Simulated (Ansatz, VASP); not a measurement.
## One calculation of Ag, two programs

```xyz
1
Lattice="0.0000 2.0747 2.0747 2.0747 0.0000 2.0747 2.0747 2.0747 0.0000" Properties=species:S:1:pos:R:3 pbc="T T T"
Ag    0.0000    0.0000    0.0000
```

Alike in both runs: functional PBE; k mesh 23 × 23 × 23; no spin polarisation.

Ansatz relaxed the structure, and its values are those at the end. VASP's run is a single point on that final structure, the one shown.

```csv
,VASP,Ansatz
version,VASP 6.6.1,Ansatz 0.2.0
potentials or method,"VASP PAW PBE potentials, release 64 (Ag)","plane-wave PAW, scalar-relativistic"
plane-wave cutoff (eV),520,420
occupations,"methfessel-paxton of order 1, width 0.1 eV","cold, width 0.1 eV"
valence electrons in the cell,11,19
```

|  | VASP | Ansatz | Ansatz less VASP |
| --- | --- | --- | --- |
| pressure (GPa) | -0.2 | 0.0 | +0.16 |

VASP's potentials hold 11 valence electrons a cell and Ansatz's 19, so a difference there can come from the potentials and not from the codes.
